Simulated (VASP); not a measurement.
Hg, 1 atom in the cell. The structure is trigonal, space group R-3m (No. 166). Conventional cell: a = 3.756 Å, b = 3.756 Å, c = 6.464 Å, α = 90.00°, β = 90.00°, γ = 120.00°. Within 4.0 Å of Hg (site symmetry -3m) lie 12 Hg at 3.06 to 3.76 Å. 

```yaml
Program: VASP 6.6.1
Task: single point
Functional: r2SCAN
Potentials_or_basis: VASP PAW PBE potentials, release 64 (Hg)
Cutoff: 520 eV
k_mesh: 11 × 11 × 11
Occupations: fermi-dirac, width 0.1 eV
Spin: no spin polarisation
Dipole_correction: no
Further_INCAR_settings: ALGO = Normal; EDIFF = 1e-07; NBANDS = 12
```

Potentials or basis: VASP PAW PBE potentials, release 64 (Hg).

Launch:

```bash
$ cat potpaw_PBE.64/Hg/POTCAR > POTCAR
$ cp INCAR.step1 INCAR
$ mpirun -np 1 vasp_std > vasp.out
$ cp INCAR.step2 INCAR
$ mpirun -np 1 vasp_std > vasp.out
```

Hardware: 1 thread of AMD EPYC 9R45 96-Core Processor (Zen 5), on a shared host.

Estimate the wall time of this run.

Wall time 53 s on 1 thread of AMD EPYC 9R45 96-Core Processor (Zen 5) (shared host), peak memory 0.14 GiB. Counts: k points 146.
